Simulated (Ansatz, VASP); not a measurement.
PbF2 in VASP and in Ansatz

File INCAR:

```
SYSTEM = PbF2
ALGO = Normal
EDIFF = 1E-6
ENCUT = 600
GGA = PE
GGA_COMPAT = .FALSE.
ISIF = 2
ISMEAR = -1
LASPH = .TRUE.
LCHARG = .TRUE.
LELF = .TRUE.
LREAL = .FALSE.
LVHAR = .TRUE.
LWAVE = .FALSE.
NBANDS = 21
NELM = 120
PREC = Accurate
SIGMA = 0.02
```

KPOINTS

```
k-points
0
G
  8 8 8
  0 0 0
```

File POSCAR:

```
PbF2
1.0
    0.0000000000      3.0212209756      2.9458082836
    2.9458082836      0.0000000000      2.9458082836
    2.9458082836      3.0212209756      0.0000000000
Pb F
1 2
Direct
    0.0000000000      0.0000000000      0.0000000000
    0.2500000000      0.2500000000      0.2500000000
    0.7500000000      0.7500000000      0.7500000000
```

Input for Ansatz:

```yaml
crystal:
  lattice:
    - [0.0, 3.0212209756, 2.9458082836]
    - [2.9458082836, 0.0, 2.9458082836]
    - [2.9458082836, 3.0212209756, 0.0]
  atoms:
    - { symbol: Pb, position: [0.0, 0.0, 0.0] }
    - { symbol: F, position: [0.25, 0.25, 0.25] }
    - { symbol: F, position: [0.75, 0.75, 0.75] }
kpoints:
  mp_grid: { grid: [8, 8, 8] }
  band_path:
    path:
      - [0.0, 0.0, 0.0]
      - [0.5, 0.0, 0.5]
      - [0.625, 0.25, 0.625]
      - [0.375, 0.375, 0.75]
      - [0.5, 0.5, 0.5]
      - [0.5, 0.25, 0.75]
      - [0.286458, -0.213542, -0.5]
      - [0.0, 0.5, 0.5]
    npoints: 1
hamiltonian:
  xc: pbe
scf:
  occupations: { method: fermi_dirac, width: 0.02 }
  n_extra_bands: 4
output:
  forces: true
  stress: true
  eigenvalues: true
```

Change from the starting cell: uniaxial_y strain +2.6%.

Alike in both runs: task single point; functional PBE; k mesh 8 × 8 × 8; occupations fermi-dirac, width 0.02 eV; no spin polarisation.

|  | VASP | Ansatz |
| --- | --- | --- |
| version | VASP 6.6.1 | Ansatz 0.2.0 |
| potentials or method | VASP PAW PBE potentials, release 64 (Pb_d, F) | plane waves, PAW |
| plane-wave cutoff (eV) | 600 | 420 |
| valence electrons in the cell | 28 | 28 |

Ansatz gave:

* gap on the k mesh at the Fermi level (eV): 4.37
* pressure (GPa): 2.1
* traceless stress, the component that is largest in VASP (GPa): -0.89

Task: Which values does VASP return?

Result: gap on the k mesh at the Fermi level (eV): 4.36; pressure (GPa): 1.9; traceless stress, the component that is largest in VASP (GPa): -0.90.

With one functional, cell and mesh, what is left measures potentials, basis and numerics.

Neither program's run includes spin-orbit coupling.
